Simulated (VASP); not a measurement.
Wanted: the native input for a VASP 6.6.1 run.

```yaml
Task: single point
Functional: r2SCAN
Potentials_or_basis: VASP PAW PBE potentials, release 64 (N, B, As)
Cutoff: 520 eV
k_mesh: 10 × 10 × 10
Occupations: gaussian, width 0.01 eV
Spin: no spin polarisation
Dipole_correction: no
Further_INCAR_settings: ALGO = Normal; EDIFF = 1e-07; NBANDS = 21
```

B3As2N:

```
CELL_PARAMETERS angstrom
-1.57062 4.68639 2.20446
1.57062 -4.68639 2.20446
1.57062 4.68639 -2.20446
ATOMIC_POSITIONS crystal
N 0.98712 0.98712 0.00000
B 0.18845 0.68845 0.50000
B 0.64827 0.78655 0.86172
B 0.92482 0.78655 0.13828
As 0.33727 0.00067 0.33660
As 0.66407 0.00067 0.66340
```

These files were run (other wordings do the same):

POSCAR

```
B3As2N
1.0
   -1.5706167180      4.6863938012      2.2044577754
    1.5706167180     -4.6863938012      2.2044577754
    1.5706167180      4.6863938012     -2.2044577754
N B As
1 3 2
Direct
   -0.0128770054     -0.0128770054      0.0000000000
    0.1884470533      0.6884470533      0.5000000000
    0.6482706340      0.7865468745      0.8617237596
    0.9248231149      0.7865468745      0.1382762404
    0.3372650065      0.0006681016      0.3365969049
    0.6640711967      0.0006681016      0.6634030951
```

INCAR.step1

```
SYSTEM = B3As2N
ALGO = Normal
EDIFF = 1E-4
ENCUT = 520
GGA = PE
ISMEAR = 0
LASPH = .True.
LCHARG = .False.
LREAL = .False.
LWAVE = .True.
NBANDS = 21
NELM = 100
PREC = Accurate
SIGMA = 0.01
```

INCAR.step2

```
SYSTEM = B3As2N
ALGO = Normal
EDIFF = 1E-7
ENCUT = 520
ISIF = 2
ISMEAR = 0
ISTART = 1
LASPH = .True.
LCHARG = .False.
LMIXTAU = .True.
LREAL = .False.
LWAVE = .False.
METAGGA = R2SCAN
NBANDS = 21
NELM = 100
PREC = Accurate
SIGMA = 0.01
```

KPOINTS

```
k-points
0
Gamma
  10 10 10
  0 0 0
```

Potentials or basis: VASP PAW PBE potentials, release 64 (N, B, As).

Run with:

```console
$ cat potpaw_PBE.64/N/POTCAR potpaw_PBE.64/B/POTCAR potpaw_PBE.64/As/POTCAR > POTCAR
$ cp INCAR.step1 INCAR
$ mpirun -np 1 vasp_std > vasp.out
$ cp INCAR.step2 INCAR
$ mpirun -np 1 vasp_std > vasp.out
```

Results of the run:

```yaml
Pressure: 0.5 GPa
Largest_force: 0.046 eV/Å
Band_gap_on_the_k_mesh: 0.41 eV (least direct gap 0.92 eV)
```

Caveat: semilocal functionals underestimate gaps, and a narrow one can read as zero; the PAW data sets were made with another functional, which shifts forces and pressure a little.

Wall time 36 min on 1 thread of AMD EPYC 7R43 64-Core Processor (Zen 3), with other jobs on the host, peak memory 0.38 GiB.
